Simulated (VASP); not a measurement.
Runs of VASP 6.6.1 on RbH2. The structure is that of space group P4_2/mnm (No. 136), or close to it. The cells are those of the table. 

```csv
task,cell,k mesh,cutoff (eV),gap on the mesh (eV),pressure (GPa),relaxed volume (Å³/atom),largest force (eV/Å)
single point,"a = 5.921, b = 5.921, c = 7.121 Å, 6 atoms",6 × 6 × 6,520,none,0.0,-,-
relaxation of cell and atoms,"relaxed from a = 5.942, b = 5.942, c = 6.946 Å, 6 atoms",6 × 6 × 6,600,none,0.0,(a),0.01
single point,"a = 4.584, b = 4.584, c = 4.770 Å, 6 atoms",4 × 4 × 4,520,none,6.6,-,0.62
relaxation of cell and atoms,"relaxed from a = 4.584, b = 4.584, c = 4.770 Å, 6 atoms",4 × 4 × 4,600,none,-0.1,37.02,0.02
single point,"a = 5.942, b = 5.942, c = 6.946 Å, 6 atoms",4 × 4 × 4,520,none,0.0,-,0.01
```

Alike in all rows: level PBE; potentials or basis VASP PAW PBE potentials, release 64 (Rb_sv, H); no spin polarisation; smearing gaussian 0.1 eV.

Problem. Estimate the missing entries.

Solution. (a) 41.62.

Caveats: the volume moved by over 15 % at a fixed basis, so the end points are rough (some runs).

A k mesh can miss the band edges, and the runs leave out spin-orbit coupling on Rb.

A gap of «none» marks levels without a gap at the run's occupations.
